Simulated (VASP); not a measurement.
Here is a VASP 6.6.1 calculation.

Contents of POSCAR:

```
Rh
1.0
    0.0000000000      1.9008071574      1.9008071574
    1.9008071574      0.0000000000      1.9008071574
    1.9008071574      1.9008071574      0.0000000000
Rh
1
Direct
    0.0000000000      0.0000000000      0.0000000000
```

INCAR.step1

```
SYSTEM = Rh
PREC = Accurate
ENCUT = 680
ISMEAR = -1
SIGMA = 0.3
LREAL = .False.
LASPH = .True.
NELM = 120
NBANDS = 14
GGA = PE
ALGO = Normal
EDIFF = 1E-5
LWAVE = .True.
LCHARG = .False.
GGA_COMPAT = .False.
```

The input INCAR.step2:

```
SYSTEM = Rh
PREC = Accurate
ENCUT = 680
EDIFF = 1E-6
ISMEAR = -1
SIGMA = 0.3
LREAL = .False.
LASPH = .True.
NELM = 120
ALGO = Normal
ISIF = 2
LWAVE = .False.
LCHARG = .True.
METAGGA = R2SCAN
LMIXTAU = .True.
LELF = .True.
LVHAR = .True.
NBANDS = 14
ISTART = 1
GGA_COMPAT = .False.
```

Contents of KPOINTS:

```
regular mesh
0
Gamma
  14 14 14
  0 0 0
```

Potentials or basis: VASP PAW PBE potentials, release 64 (Rh_sv_GW).

Launch:

```console
$ cat potpaw_PBE.64/Rh_sv_GW/POTCAR > POTCAR
$ cp INCAR.step1 INCAR
$ mpirun -np 1 vasp_std > vasp.out
$ cp INCAR.step2 INCAR
$ mpirun -np 1 vasp_std > vasp.out
```

(1) Estimate the band gap on the k mesh.

(2) Predict the pressure.

## Answers

(1) zero (an odd number of electrons rules out a gap without spin polarisation).

(2) 3.3 GPa.

Caveat: the cell stands under pressure; so wide a smearing shifts energies and pressures; the PAW data sets were made with another functional, which shifts forces and pressure a little.
